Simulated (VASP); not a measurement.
Input of a VASP 6.6.1 run:

INCAR

```
ALGO = Normal
DIPOL = 0.5 0.5 0.500
EDIFF = 1E-6
ENCUT = 520
GGA = PS
GGA_COMPAT = F
IDIPOL = 3
ISIF = 2
ISMEAR = 0
LASPH = T
LCHARG = F
LDIPOL = T
LREAL = F
LWAVE = F
NBANDS = 36
NELM = 120
NELMDL = -8
PREC = Accurate
SIGMA = 0.1
```

The input KPOINTS:

```
k-points
0
Gamma
  10 10 1
```

Contents of POSCAR:

```
WC
1.0
    2.8276119036      0.0000000000      0.0000000000
    0.0000000000      2.8984136670      0.0000000000
    0.0000000000      0.0000000000     22.8568996880
C W
3 3
Direct
    0.5000000000      0.0000000000      0.3718789563
    0.5000000000      0.5000000000      0.4816969938
    0.5000000000      0.0000000000      0.5919441058
    0.0000000000      0.5000000000      0.4084849688
    0.0000000000      0.0000000000      0.5183344789
    0.0000000000      0.5000000000      0.6258993003
```

Potentials or basis: VASP PAW PBE potentials, release 64 (C, W_sv).

Run with:

```console
$ cat potpaw_PBE.64/C/POTCAR potpaw_PBE.64/W_sv/POTCAR > POTCAR
$ mpirun -np 1 vasp_std > vasp.out
```

Task: Predict the band gap on the k mesh.

Result: Zero (bands 27 and 28 overlap by 1.95 eV).

Task: Predict the largest force.

Result: 2.664 eV/Å.

Forces in eV/Å, atoms in the order of the input:
```
C    0.000  0.000  2.664
C    0.000  0.000 -0.133
C    0.000  0.000  0.023
W    0.000  0.000 -2.614
W    0.000  0.000  0.008
W    0.000  0.000  0.052
```

Caveat: the PAW data sets were made with another functional, which shifts forces and pressure a little; spin-orbit coupling is left out, which moves the levels of the heavy elements.
